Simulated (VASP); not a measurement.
Write the native input for VASP 6.6.1 that does the following.

| Item | Value |
| --- | --- |
| Task | single point |
| Functional | PBEsol |
| Potentials or basis | VASP PAW PBE potentials, release 64 (Bi_d) |
| Cutoff | 520 eV |
| k mesh | 14 × 14 × 14 |
| Occupations | gaussian, width 0.1 eV |
| Spin | no spin polarisation |
| Dipole correction | no |
| Further INCAR settings | ALGO = Fast; EDIFF = 1e-06; NBANDS = 14 |

The structure of Bi lies in POSCAR:

```
Bi
1.0
   -4.4404955650      4.2976300553      1.3922811595
    4.4942561602     -4.2976300553      1.5522773330
    4.4404955650      4.2976300553     -1.3922811595
Bi
1
Direct
    0.0000000000      0.0000000000      0.0000000000
```

This cell differs from its parent crystal: strained.

These files were run (other wordings do the same):

INCAR

```
SYSTEM = Bi
  PREC = Accurate
  ENCUT = 520
  EDIFF = 1E-6
  ISMEAR = 0
  SIGMA = 0.1
  LREAL = .False.
  LASPH = .True.
  NELM = 60
  ALGO = Fast
  ISIF = 2
  LWAVE = .False.
  LCHARG = .True.
  GGA = PS
  LELF = .True.
  LVHAR = .True.
  NBANDS = 14
```

KPOINTS

```
Automatic mesh
0
Gamma
  14 14 14
  0 0 0
```

Potentials or basis: VASP PAW PBE potentials, release 64 (Bi_d).

Run with:

```console
$ cat potpaw_PBE.64/Bi_d/POTCAR > POTCAR
$ mpirun -np 1 vasp_std > vasp.out
```

It gave:

The pressure is -1.4 GPa. The band gap on the k mesh is zero (an odd number of electrons rules out a gap without spin polarisation).

Caveat: the cell differs from its parent crystal (strained); the PAW data sets were made with another functional, which shifts forces and pressure a little; spin-orbit coupling is left out, which moves the levels of the heavy elements.

It took 15 min on 1 thread of Intel(R) Xeon(R) 6975P-C (Granite Rapids) (shared host), peak memory 1.1 GiB.
